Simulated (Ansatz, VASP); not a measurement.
One calculation of Ge4MoW, two programs

The input INCAR:

```
PREC = Accurate ; ENCUT = 520
EDIFF = 1E-7 ; ISMEAR = 0
SIGMA = 0.1 ; LREAL = F
LASPH = T ; NELM = 60
ALGO = Normal ; ISIF = 2
LWAVE = F ; LCHARG = F
GGA = PE ; NBANDS = 96
```

KPOINTS

```
regular mesh
0
Gamma
  6 2 4
```

Contents of POSCAR:

```
Ge4MoW
1.0
    3.4811629000      0.0000000000      0.0000000000
    0.0000000000      8.6226377000      0.0000000000
    0.0000000000      0.0000000000      6.4186238000
Ge Mo W
8 2 2
Direct
    0.5000000000      0.2901110000      0.1354100000
    0.0000000000      0.7917660000      0.3652080000
    0.5000000000      0.7098890000      0.6354100000
    0.0000000000      0.2082340000      0.8652080000
    0.5000000000      0.8825240000      0.0615150000
    0.0000000000      0.3825030000      0.4374740000
    0.5000000000      0.1174760000      0.5615150000
    0.0000000000      0.6174970000      0.9374740000
    0.0000000000      0.9206220000      0.7502460000
    0.0000000000      0.0793780000      0.2502460000
    0.5000000000      0.4208930000      0.7501460000
    0.5000000000      0.5791070000      0.2501460000
```

Input for Ansatz:

```yaml
crystal:
  lattice:
    - [3.4811629, 0.0, 0.0]
    - [0.0, 8.6226377, 0.0]
    - [0.0, 0.0, 6.4186238]
  atoms:
    - { symbol: Ge, position: [0.5, 0.290111, 0.13541] }
    - { symbol: Ge, position: [0.0, 0.791766, 0.365208] }
    - { symbol: Ge, position: [0.5, 0.709889, 0.63541] }
    - { symbol: Ge, position: [0.0, 0.208234, 0.865208] }
    - { symbol: Ge, position: [0.5, 0.882524, 0.061515] }
    - { symbol: Ge, position: [0.0, 0.382503, 0.437474] }
    - { symbol: Ge, position: [0.5, 0.117476, 0.561515] }
    - { symbol: Ge, position: [0.0, 0.617497, 0.937474] }
    - { symbol: Mo, position: [0.0, 0.920622, 0.750246] }
    - { symbol: Mo, position: [0.0, 0.079378, 0.250246] }
    - { symbol: W, position: [0.5, 0.420893, 0.750146] }
    - { symbol: W, position: [0.5, 0.579107, 0.250146] }
basis:
  ecutwfc: 420
kpoints:
  mp_grid: { grid: [6, 2, 4] }
hamiltonian:
  xc: pbe
scf:
  occupations: { method: gaussian, width: 0.1 }
  lower_state_search: "off"
output:
  forces: true
  stress: true
  eigenvalues: true
```

Alike in both runs: task single point; functional PBE; k mesh 6 × 2 × 4; occupations gaussian, width 0.1 eV; no spin polarisation.

```csv
,VASP,Ansatz
version,VASP 6.6.1,Ansatz 0.2.0
potentials or method,"VASP PAW PBE potentials, release 64 (Ge_d, Mo_sv, W_sv), cutoff 520 eV","scalar-relativistic, plane waves, PAW"
valence electrons in the cell,168,168
```

VASP gave:

```
gap on the k mesh at the Fermi level (eV)                     : none
pressure (GPa)                                                : 0.2
traceless stress, the component that is largest in VASP (GPa) : -0.10
rms of the force components (eV/Å)                            : 0.013
```

Question: Estimate Ansatz's values.

Answer: gap on the k mesh at the Fermi level (eV): none; pressure (GPa): 0.0; traceless stress, the component that is largest in VASP (GPa): -0.09; rms of the force components (eV/Å): 0.013.

Atom by atom the forces differ by 0.001 eV/Å (rms over components). A gap of «none» marks a metal or a gap that the smearing closes.

The k mesh is coarse, so the values compare programs but aren't converged. Spin-orbit coupling is off throughout.
